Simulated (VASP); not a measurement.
# HC24 in VASP: further runs, part 2 of 3

VASP 6.6.1. The steps go on from the part before.

## Step 3: Single point, PBE+D3(BJ)

File INCAR:

```
SYSTEM = HC24
PREC = Accurate
ENCUT = 520
EDIFF = 1E-6
ISMEAR = 0
SIGMA = 0.05
LREAL = Auto
LASPH = .TRUE.
NELM = 80
ALGO = Normal
ISIF = 2
LWAVE = .FALSE.
LCHARG = .TRUE.
GGA = PE
IVDW = 12
LELF = .TRUE.
LVHAR = .TRUE.
NBANDS = 128
LUSENCCL = .FALSE.
```

File KPOINTS:

```
regular mesh
0
G
  4 2 1
  0 0 0
```

File POSCAR:

```
HC24
1.0
    7.3920000000      0.0000000000      0.0000000000
    0.0000000000     15.3639834835      0.0000000000
    0.0000000000      0.0000000000     22.0000000000
C H
48 2
Direct
    0.0000000000      0.0000000000      0.4545454545
    0.1666834416      0.0374329353      0.4732605000
    0.1666939935      0.1133237355      0.5093530000
    0.0000109578      0.1536928234      0.5248492273
    0.0000270563      0.2409755259      0.5449431818
    0.1666829004      0.2868507379      0.5479716364
    0.1666979167      0.3777996121      0.5386282273
    0.0000177219      0.4207960785      0.5270158182
    0.0000177219      0.5001240732      0.4946810909
    0.1667045455      0.5375546003      0.4759723182
    0.1666979167      0.6133938513      0.4398157273
    0.0000271916      0.6536809943      0.4242146818
    0.0000232684      0.7408943789      0.4038875455
    0.1666926407      0.7868230276      0.4008503182
    0.1666895292      0.8777726827      0.4104250455
    0.0000162338      0.9207107008      0.4221437727
    0.3333480790     -0.0000113903      0.4545564091
    0.5000128517      0.0374277283      0.4732695455
    0.5000012175      0.1133170966      0.5093869091
    0.3333506494      0.1536443984      0.5249290000
    0.3333161526      0.2409373848      0.5451136818
    0.5000060877      0.2868360282      0.5482350000
    0.5000290855      0.3778160792      0.5387158636
    0.3333762175      0.4207831261      0.5270211364
    0.3333779762      0.5001210141      0.4946830455
    0.5000407197      0.5375575292      0.4759829545
    0.5000338203      0.6133958039      0.4398200909
    0.3333678301      0.6536797576      0.4242145000
    0.3333597132      0.7408934676      0.4038859091
    0.5000262446      0.7868223116      0.4008464091
    0.5000177219      0.8777709254      0.4104246364
    0.3333544372      0.9207062098      0.4221475909
    0.6666724838     -0.0000093075      0.4545551818
    0.8333323864      0.0374357992      0.4732585000
    0.8333388799      0.1133348654      0.5093519091
    0.6666811418      0.1536546822      0.5249325455
    0.6667035985      0.2409133676      0.5452025000
    0.8334008387      0.2868388921      0.5481486364
    0.8333630952      0.3778302031      0.5387082727
    0.6667080628      0.4207845581      0.5270529091
    0.6666956169      0.5001176946      0.4946926818
    0.8333536255      0.5375604581      0.4759814545
    0.8333547078      0.6133978216      0.4398190909
    0.6666966991      0.6536826866      0.4242145909
    0.6666897998      0.7408950948      0.4038832727
    0.8333579545      0.7868238737      0.4008481818
    0.8333446970      0.8777735940      0.4104233636
    0.6666829004      0.9207077068      0.4221466818
    0.0567953193      0.2132137153      0.6845615909
    0.1378756764      0.2419998045      0.6886529091
```

Potentials or basis: VASP PAW PBE potentials, release 64 (C, H).

On the command line:

```bash
> cat potpaw_PBE.64/C/POTCAR potpaw_PBE.64/H/POTCAR > POTCAR
> mpirun -np 1 vasp_std > vasp.out
```

OUTCAR:

```text
SYSTEM = HC24
   PREC = Accurate
   ENCUT = 520
   EDIFF = 1E-6
   ISMEAR = 0
   LREAL = Auto
   LASPH = .TRUE.
   NELM = 80
   ISIF = 2
   GGA = PE
   IVDW = 12
 IVDW          = 12

 ion  position               nearest neighbor table
   1  0.000  0.000  0.455-  16 1.41  34 1.42   2 1.42
   2  0.167  0.037  0.473-   3 1.41  17 1.42   1 1.42
   3  0.167  0.113  0.509-   2 1.41  20 1.42   4 1.42
   4  0.000  0.154  0.525-   5 1.41  35 1.42   3 1.42
   5  0.000  0.241  0.545-   4 1.41  38 1.42   6 1.42
   6  0.167  0.287  0.548-   7 1.41  21 1.42   5 1.42
[... 40 lines left out ...]
  47  0.833  0.878  0.410-  46 1.41  48 1.42  16 1.42
  48  0.667  0.921  0.422-  33 1.41  47 1.42  31 1.42
  49  0.057  0.213  0.685-  50 0.75
  50  0.138  0.242  0.689-  49 0.75

  LATTYP: Found a simple orthorhombic cell.
 ALAT       =     7.3920000000
 B/A-ratio  =     2.0784609691
 C/A-ratio  =     2.9761904762

  Lattice vectors:

 A1 = (   7.3920000000,   0.0000000000,   0.0000000000)
 A2 = (   0.0000000000,  15.3639834835,   0.0000000000)
 A3 = (   0.0000000000,   0.0000000000,  22.0000000000)

[... 256 lines left out ...]
 fundamental gap:      0.2424783998
 Fermi energy:        -2.6707300579

 k-point     1 :       0.0000    0.0000    0.0000
  band No.  band energies     occupation
      1     -22.3954      2.00000
      2     -22.0373      2.00000
      3     -21.9787      2.00000
      4     -20.8641      2.00000
      5     -20.8638      2.00000
      6     -20.4443      2.00000
[... 661 lines left out ...]
    108      -0.0454      0.00000
    109      -0.0447      0.00000
 [bands above 109 left out]

------------------------ aborting loop because EDIFF is reached ----------------------------------------

 Edisp (eV)   -4.36411

 E8    (eV) :    -1.3563

  FORCE on cell =-STRESS in cart. coord.  units (eV):
  Direction    XX          YY          ZZ          XY          YZ          ZX
  --------------------------------------------------------------------------------------
  -------------------------------------------------------------------------------------
  Total      10.61576    25.52925     0.13795     0.00495    -0.05933     0.00240
  in kB       6.80727    16.37043     0.08846     0.00317    -0.03805     0.00154
  external pressure =        7.76 kB  Pullay stress =        0.00 kB

 VOLUME and BASIS-vectors are now :
 -----------------------------------------------------------------------------
  energy-cutoff  :      520.00
  volume of cell :     2498.55
      direct lattice vectors                 reciprocal lattice vectors
     7.392000000  0.000000000  0.000000000     0.135281385  0.000000000  0.000000000
     0.000000000 15.363983484  0.000000000     0.000000000  0.065087287  0.000000000
     0.000000000  0.000000000 22.000000000     0.000000000  0.000000000  0.045454545

 POSITION                                       TOTAL-FORCE (eV/Angst)
 -----------------------------------------------------------------------------------
      0.00000      0.00000     10.00000         0.002829      0.002661     -0.001591
      1.23212      0.57512     10.41173         0.014116     -0.007438     -0.004969
      1.23220      1.74110     11.20577         0.013605     -0.000355      0.002684
      0.00008      2.36133     11.54668         0.002715     -0.006900      0.006521
      0.00020      3.70234     11.98875         0.002177      0.000454      0.011161
      1.23212      4.40717     12.05538         0.005644     -0.001254      0.014206
[... 42 lines left out ...]
      0.41983      3.27581     15.06035         0.002412      0.000864      0.009773
      1.01918      3.71808     15.15036        -0.000525     -0.007539      0.008841
 -----------------------------------------------------------------------------------
    total drift:                               -0.001674     -0.024828     -0.007654

  FREE ENERGIE OF THE ION-ELECTRON SYSTEM (eV)
  ---------------------------------------------------
  free  energy   TOTEN  =      -451.3252112409 eV

  energy  without entropy=     -451.3251760336  energy(sigma->0) =     -451.32519364
```

OSZICAR:

```text
N       E                     dE             d eps       ncg     rms          rms(c)
DAV:   1     0.182675243842E+04    0.18268E+04   -0.70136E+04  1752   0.111E+03
DAV:   2    -0.883612227614E+02   -0.19151E+04   -0.17979E+04  2304   0.264E+02
DAV:   3    -0.464590749546E+03   -0.37623E+03   -0.37461E+03  1920   0.124E+02
[... 18 lines left out ...]
DAV:  22    -0.446961096121E+03   -0.95861E-05   -0.16720E-07  1056   0.686E-04    0.200E-04
DAV:  23    -0.446961101965E+03   -0.58439E-05   -0.11924E-07  1048   0.527E-04    0.162E-04
DAV:  24    -0.446961103324E+03   -0.13589E-05   -0.27477E-08  1088   0.307E-04    0.825E-05
DAV:  25    -0.446961104549E+03   -0.12252E-05   -0.32958E-08  1016   0.263E-04    0.431E-05
DAV:  26    -0.446961104943E+03   -0.39369E-06   -0.10571E-08  1048   0.175E-04
   1 F= -.45132521E+03 E0= -.45132519E+03  d E =-.352073E-04
```

Wall time 6.1 min (1 × NVIDIA H100 80GB with 1 thread of AMD EPYC 7R13 (Zen 3), shared host); peak memory 2.9 GiB.

What came out:

```
Free energy                : -451.3252 eV
Largest force              : 0.022 eV/Å
Band gap on the k mesh     : 0.24 eV
Dispersion energy per atom : -0.087 eV
```

Forces in eV/Å, atoms in the order of the input:
```
C    0.003  0.003 -0.002
C    0.014 -0.007 -0.005
C    0.014  0.000  0.003
C    0.003 -0.007  0.007
C    0.002  0.000  0.011
C    0.006 -0.001  0.014
C    0.015  0.016  0.006
C   -0.003 -0.005  0.009
C    0.003  0.001  0.007
C    0.007  0.003 -0.003
C    0.000  0.002 -0.010
C    0.000 -0.005 -0.007
C   -0.001  0.001 -0.014
C    0.013 -0.002 -0.004
C   -0.005  0.004 -0.009
C    0.000  0.003 -0.013
C    0.004  0.002 -0.006
C   -0.002 -0.003  0.000
C    0.005 -0.002  0.003
C   -0.008 -0.002  0.013
C    0.009 -0.012  0.009
C    0.001  0.006  0.014
C   -0.001  0.004  0.009
C   -0.012 -0.003  0.007
C    0.000  0.004  0.001
C    0.001  0.003 -0.007
C   -0.001  0.002 -0.006
C   -0.005 -0.002  0.001
C   -0.001  0.001 -0.010
C    0.000 -0.004 -0.010
C    0.001  0.003 -0.010
C   -0.006  0.002 -0.014
C   -0.003  0.003 -0.006
C   -0.013 -0.007 -0.005
C   -0.019 -0.002  0.001
C    0.004  0.000  0.014
C   -0.004 -0.011  0.012
C   -0.011  0.006  0.015
C   -0.011  0.003  0.008
C    0.011  0.003  0.005
C    0.000  0.002  0.003
C   -0.008  0.004 -0.003
C    0.000  0.002 -0.010
C    0.002 -0.003  0.002
C    0.002  0.001 -0.010
C   -0.014 -0.003 -0.005
C    0.003  0.004 -0.010
C    0.006  0.002 -0.014
H    0.002  0.001  0.010
H   -0.001 -0.008  0.009
```

Levels at points of the mesh, in eV from the valence-band top:
```
           k point  band 95  band 96  band 97  band 98  band 99  band 100
(0.00, 0.00, 0.00)    -1.85     0.00     0.00     0.24     0.25      1.72
(0.50, 0.00, 0.00)    -2.31    -1.48    -1.47     1.49     1.50      1.70
(0.00, 0.50, 0.00)    -0.88    -0.88    -0.88     1.06     1.06      1.06
(0.50, 0.50, 0.00)    -2.07    -2.07    -2.07     1.86     1.87      1.87
```

Caveat: there is no dipole correction, which matters where the two faces differ.

(Part 2 of 3 ends here.)
